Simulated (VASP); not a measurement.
# KSi2Sb3 (P6/mmm) in VASP: relaxation of cell and atoms with PBE

Aim: the relaxation of cell and atoms of KSi2Sb3 with PBE.

All numbers are computed with VASP 6.6.1; they aren't measurements. Logs are shortened: lines on timing, memory, paths and dates and some standing lists are left out, and cuts for length are marked.

### Step 1. The cell of the first run

The structure is hexagonal, space group P6/mmm (No. 191). Conventional cell: a = 5.451 Å, b = 5.451 Å, c = 6.216 Å, α = 90.00°, β = 90.00°, γ = 120.00°. K (site symmetry 6/mmm) has 8 Sb at 3.11 to 3.15 Å within 4.1 Å. Si (site symmetry -6m2) has 5 Sb at 3.11 to 3.15 Å and 3 Si at 3.15 Å within 4.1 Å. Within 4.1 Å of Sb (site symmetry 6/mmm) lie 2 K at 3.11 Å and 6 Si at 3.15 Å. Sb (site symmetry -6m2) has 2 Si at 3.11 Å and 3 Sb at 3.15 Å and 3 K at 3.15 Å within 4.1 Å.

The cell was generated, and may not be a known phase.

### Step 2. Relaxation of cell and atoms, PBE

Input file INCAR:

```
SYSTEM = KSi2Sb3
  PREC = Accurate
  ENCUT = 600
  EDIFF = 1E-6
  ISMEAR = 0
  SIGMA = 0.1
  LREAL = .FALSE.
  LASPH = .TRUE.
  NELM = 100
  ALGO = Normal
  ISIF = 3
  LWAVE = .FALSE.
  LCHARG = .FALSE.
  GGA = PE
  IBRION = 2
  NSW = 100
  EDIFFG = -0.01
```

Input file KPOINTS:

```
Automatic mesh
0
G
  12 12 6
  0 0 0
```

Input file POSCAR:

```
KSi2Sb3
1.0
    5.4510757622      0.0000000000      0.0000000000
   -2.7255378811      4.7207700880      0.0000000000
    0.0000000000      0.0000000000      6.2158876181
K Si Sb
1 2 3
Direct
    0.0000000000      0.0000000000      0.0000000000
    0.3333333333      0.6666666667      0.5000000000
    0.6666666667      0.3333333333      0.5000000000
    0.0000000000      0.0000000000      0.5000000000
    0.3333333333      0.6666666667      0.0000000000
    0.6666666667      0.3333333333      0.0000000000
```

Potentials or basis: VASP PAW PBE potentials, release 64 (K_sv, Si, Sb).

Run with:

```bash
$ cat potpaw_PBE.64/K_sv/POTCAR potpaw_PBE.64/Si/POTCAR potpaw_PBE.64/Sb/POTCAR > POTCAR
$ mpirun -np 1 vasp_std > vasp.out
```

OUTCAR:

```text
SYSTEM = KSi2Sb3
   PREC = Accurate
   ENCUT = 600
   EDIFF = 1E-6
   ISMEAR = 0
   LREAL = .FALSE.
   LASPH = .TRUE.
   NELM = 100
   ISIF = 3
   GGA = PE
   IBRION = 2
   NSW = 100
   EDIFFG = -0.01

 ion  position               nearest neighbor table
   1  0.000  0.000  0.000-   4 3.11   4 3.11   6 3.15   5 3.15   5 3.15   6 3.15   6 3.15   5 3.15

   2  0.333  0.667  0.500-   5 3.11   5 3.11   3 3.15   4 3.15   3 3.15   4 3.15   4 3.15   3 3.15

   3  0.667  0.333  0.500-   6 3.11   6 3.11   2 3.15   4 3.15   2 3.15   4 3.15   4 3.15   2 3.15

   4  0.000  0.000  0.500-   1 3.11   1 3.11   3 3.15   2 3.15   2 3.15   3 3.15   3 3.15   2 3.15

   5  0.333  0.667  0.000-   2 3.11   2 3.11   6 3.15   1 3.15   6 3.15   1 3.15   1 3.15   6 3.15

   6  0.667  0.333  0.000-   3 3.11   3 3.11   5 3.15   1 3.15   5 3.15   1 3.15   1 3.15   5 3.15

  LATTYP: Found a hexagonal cell.
 ALAT       =     5.4510757622
 C/A-ratio  =     1.1403047562

  Lattice vectors:

 A1 = (   5.4510757622,   0.0000000000,   0.0000000000)
 A2 = (  -2.7255378811,   4.7207700880,   0.0000000000)
 A3 = (   0.0000000000,   0.0000000000,   6.2158876181)

Analysis of symmetry for initial positions (statically):
=====================================================================
 Subroutine PRICEL returns:
 Original cell was already a primitive cell.

 Routine SETGRP: Setting up the symmetry group for a
 hexagonal supercell.

 Subroutine GETGRP returns: Found 24 space group operations
 (whereof 24 operations were pure point group operations)
 out of a pool of 24 trial point group operations.

The static configuration has the point symmetry D_6h.

Analysis of symmetry for dynamics (positions and initial velocities):
=====================================================================
 Subroutine PRICEL returns:
 Original cell was already a primitive cell.

 Routine SETGRP: Setting up the symmetry group for a
 hexagonal supercell.

 Subroutine GETGRP returns: Found 24 space group operations
 (whereof 24 operations were pure point group operations)
 out of a pool of 24 trial point group operations.

The dynamic configuration has the point symmetry D_6h.

 Subroutine INISYM returns: Found 24 space group operations
 (whereof 24 operations are pure point group operations),
 and found     1 'primitive' translations

----------------------------------------------------------------------------------------

                                     Primitive cell

  volume of cell :     159.9551

  direct lattice vectors                    reciprocal lattice vectors
     5.451075762  0.000000000  0.000000000     0.183450028  0.105914923  0.000000000
    -2.725537881  4.720770088  0.000000000     0.000000000  0.211829846  0.000000000
     0.000000000  0.000000000  6.215887618     0.000000000  0.000000000  0.160878069

  length of vectors
     5.451075762  5.451075762  6.215887618     0.211829846  0.211829846  0.160878069

  position of ions in fractional coordinates (direct lattice)
     0.000000000  0.000000000  0.000000000
     0.333333333  0.666666667  0.500000000
     0.666666667  0.333333333  0.500000000
     0.000000000  0.000000000  0.500000000
     0.333333333  0.666666667  0.000000000
     0.666666667  0.333333333  0.000000000

  ion indices of the primitive-cell ions
   primitive index   ion index
                 1           1
                 2           2
                 3           3
                 4           4
                 5           5
                 6           6

----------------------------------------------------------------------------------------

 KPOINTS: Automatic mesh

Automatic generation of k-mesh.
 Grid dimensions read from file:
 generate k-points for:   12   12    6

 Generating k-lattice:

  Cartesian coordinates                     Fractional coordinates (reciprocal lattice)
     0.015287502  0.008826244  0.000000000     0.083333333  0.000000000  0.000000000
     0.000000000  0.017652487  0.000000000     0.000000000  0.083333333  0.000000000
     0.000000000  0.000000000  0.026813012     0.000000000  0.000000000  0.166666667

  Length of vectors
     0.017652487  0.017652487  0.026813012

  Shift w.r.t. Gamma in fractional coordinates (k-lattice)
     0.000000000  0.000000000  0.000000000

 Subroutine IBZKPT returns following result:
 ===========================================

 Found     76 irreducible k-points:

 Following reciprocal coordinates:
            Coordinates               Weight
  0.000000  0.000000  0.000000      1.000000
  0.083333  0.000000  0.000000      6.000000
  0.166667 -0.000000  0.000000      6.000000
  0.250000  0.000000  0.000000      6.000000
  0.333333  0.000000  0.000000      6.000000
  0.416667  0.000000  0.000000      6.000000
[... 16 lines left out ...]
  0.250000  0.000000  0.166667     12.000000
  0.333333  0.000000  0.166667     12.000000
 [... further k-points ...]
   k-points           NKPTS =     76   k-points in BZ     NKDIM =     76   number of bands    NBANDS=     20
   number of dos      NEDOS =    301   number of ions     NIONS =      6
   total plane-waves  NPLWV = 115200
   dimension x,y,z NGX =    48 NGY =   48 NGZ =   50
   dimension x,y,z NGXF=    96 NGYF=   96 NGZF=  100
   ions per type =               1   2   3
   NGX,Y,Z   is equivalent  to a cutoff of  14.64, 14.64, 13.37 a.u.
   NGXF,Y,Z  is equivalent  to a cutoff of  29.28, 29.28, 26.75 a.u.
 SYSTEM =  KSi2Sb3
   PREC   = accura    normal or accurate (medium, high low for compatibility)
   ISTART =      0    job   : 0-new  1-cont  2-samecut
   ICHARG =      2    charge: 1-file 2-atom 10-const
   ISPIN  =      1    spin polarized calculation?
   LNONCOLLINEAR =      F non collinear calculations
   LSORBIT =      F    spin-orbit coupling
   LASPH  =      T    aspherical Exc in radial PAW
   ENCUT  =  600.0 eV  44.10 Ry    6.64 a.u.  10.89 10.89 12.41*2*pi/ulx,y,z
   NELM   =    100;   NELMIN=  2; NELMDL= -5     # of ELM steps
   EDIFF  = 0.1E-05   stopping-criterion for ELM
   LREAL  =      F    real-space projection
   EDIFFG = -.1E-01   stopping-criterion for IOM
   NSW    =    100    number of steps for IOM
   IBRION =      2    ionic relax: 0-MD 1-quasi-New 2-CG
   NFREE  =      1    steps in history (QN), initial steepest desc. (CG)
   ISIF   =      3    stress and relaxation
   ISYM   =      2    0-nonsym 1-usesym 2-fastsym
   POTIM  = 0.5000    time-step for ionic-motion
   TEBEG  =    0.0;   TEEND  =   0.0 temperature during run
   PSTRESS=    0.0 pullay stress
   NELECT =      32.0000    total number of electrons
   NUPDOWN=      -1.0000    fix difference up-down
   EMIN   =  10.00;   EMAX   =-10.00  energy-range for DOS
   EFERMI =   0.00;   METHOD = LEGACY
   ISMEAR =     0;   SIGMA  =   0.10  broadening in eV -4-tet -1-fermi 0-gaus
   EFERMI_NEDOS =   21; number of points for ismear=-14 and -15
   IALGO  =     38    algorithm
   IMIX   =      4    mixing-type and parameters
     AMIX     =   0.40;   BMIX     =  1.00
     AMIX_MAG =   1.60;   BMIX_MAG =  1.00
  volume/ion in A,a.u.               =      26.66       179.91
  Fermi-wavevector in a.u.,A,eV,Ry     =   0.957471  1.809357 12.473139  0.916750
  Thomas-Fermi vector in A             =   2.086491
   LORBIT       =      0    0 simple, 1 ext, 2 COOP (PROOUT), +10 PAW based schemes
   GGA     = PE    functional components
   LHFCALC =     F    Hartree Fock is set to
   AEXX    =    0.0000 exact exchange contribution
   IVDW    =     0    specifies the selected vdW correction
   LEPSILON=     F    determine dielectric tensor
   LRPA    =     F    only Hartree local field effects (RPA)
 conjugate gradient relaxation of ions
 non-spin polarized calculation
 Gauss-broadening in eV      SIGMA  =   0.10
  energy-cutoff  :      600.00
  volume of cell :      159.96
 maximum number of plane-waves:      5362
 NGX is ok and might be reduce to    48
   NGX = 21   NGY = 21   NGZ = 25

--------------------------------------- Ionic step        1  -------------------------------------------

 number of electron      32.0000000 magnetization

 Free energy of the ion-electron system (eV)
  ---------------------------------------------------
  ext. energy  EPLUGINS =         0.00000000
  ---------------------------------------------------
  free energy    TOTEN  =       -21.05654663 eV

  energy without entropy =      -21.03709896  energy(sigma->0) =      -21.04682280

------------------------ aborting loop because EDIFF is reached ----------------------------------------

  FORCE on cell =-STRESS in cart. coord.  units (eV):
  Direction    XX          YY          ZZ          XY          YZ          ZX
  --------------------------------------------------------------------------------------
  -------------------------------------------------------------------------------------
  Total        0.4623159      0.4623159     -0.1655533     -0.0000000      0.0000000      0.0000000
  in kB        4.6307489      4.6307489     -1.6582506     -0.0000000      0.0000000      0.0000000
  external PRESSURE =       2.5344157 kB  Pullay stress =       0.0000000 kB
[... 185 lines left out ...]
  energy  without entropy=      -21.0384868614  energy(sigma->0) =      -21.04846637

--------------------------------------- Ionic step        6  -------------------------------------------

 number of electron      32.0000001 magnetization

 Free energy of the ion-electron system (eV)
  ---------------------------------------------------
  ext. energy  EPLUGINS =         0.00000000
  ---------------------------------------------------
  free energy    TOTEN  =       -21.05848136 eV

  energy without entropy =      -21.03853867  energy(sigma->0) =      -21.04851002

 E-fermi :   5.6047     XC(G=0):  -9.4599

 val. band max:        5.5928715528   @ k =   0.1667   0.0833   0.3333
 cond. band min:       5.6077001763   @ k =   0.3333   0.3333   0.3333
 fundamental gap:      0.0148286235
 Fermi energy:         5.6046877531

 k-point     1 :       0.0000    0.0000    0.0000
  band No.  band energies     occupation
      1     -24.6992      2.00000
      2      -8.4324      2.00000
      3      -8.4324      2.00000
      4      -8.2901      2.00000
      5      -5.6282      2.00000
      6      -3.7850      2.00000
[... 12 lines left out ...]
     19       7.0101      0.00000
[... 513 lines left out ...]
      4      -8.2963      2.00000
      5      -4.7893      2.00000
      6      -3.4581      2.00000
[... 12 lines left out ...]
     19       7.4362      0.00000
     20       7.8306      0.00000

 [... further k-points ...]

------------------------ aborting loop because EDIFF is reached ----------------------------------------

  FORCE on cell =-STRESS in cart. coord.  units (eV):
  Direction    XX          YY          ZZ          XY          YZ          ZX
  --------------------------------------------------------------------------------------
  -------------------------------------------------------------------------------------
  Total        0.0018585      0.0018585     -0.0390042      0.0000000      0.0000000     -0.0000000
  in kB        0.0185148      0.0185148     -0.3885645      0.0000000      0.0000000     -0.0000000
  external PRESSURE =      -0.1171783 kB  Pullay stress =       0.0000000 kB
[... 21 lines left out ...]
  FREE ENERGIE OF THE ION-ELECTRON SYSTEM (eV)
  ---------------------------------------------------
  free  energy   TOTEN  =       -21.0584813624 eV

  energy  without entropy=      -21.0385386713  energy(sigma->0) =      -21.04851002

 reached required accuracy - stopping structural energy minimisation
```

Run time: 11 min. Hardware: 1 thread of Intel Xeon 8259CL, shared host; peak memory 0.57 GiB.

What came out:

| Quantity | Value |
| --- | --- |
| Free energy | -21.0585 eV |
| Relaxed volume | 26.80 Å³/atom |
| Relaxed cell | a = 5.472 Å, b = 5.472 Å, c = 6.203 Å, α = 90.00°, β = 90.00°, γ = 120.00° |
| Space group after relaxing (to 0.1 Å) | P6/mmm (No. 191) |
| Energy gained by relaxing | 0.3 meV/atom |
| Ionic steps | 6 |
| Pressure after relaxing | 0.0 GPa |
| Band gap on the k mesh | zero (bands 16 and 17 overlap by 1.63 eV) |

Step by step:
```csv
step,energy change (eV),largest force (eV/Å),pressure (GPa),volume (Å³)
1,0.0000,0.0000,0.25,159.96
2,-0.0019,0.0000,-0.02,160.93
3,-0.0019,0.0000,-0.04,161.00
4,-0.0019,0.0000,-0.04,160.98
5,-0.0019,0.0000,-0.03,160.96
6,-0.0019,0.0000,-0.01,160.83
```

Final structure:
```xyz
6
Lattice="5.4715 0.0000 0.0000 -2.7358 4.7385 0.0000 0.0000 0.0000 6.2031" Properties=species:S:1:pos:R:3 pbc="T T T"
K     0.0000    0.0000    0.0000
Si    0.0000    3.1590    3.1016
Si    2.7358    1.5795    3.1016
Sb    0.0000    0.0000    3.1016
Sb    0.0000    3.1590    0.0000
Sb    2.7358    1.5795    6.2031
```

Caveat: spin-orbit coupling is left out, which moves the levels of the heavy elements.
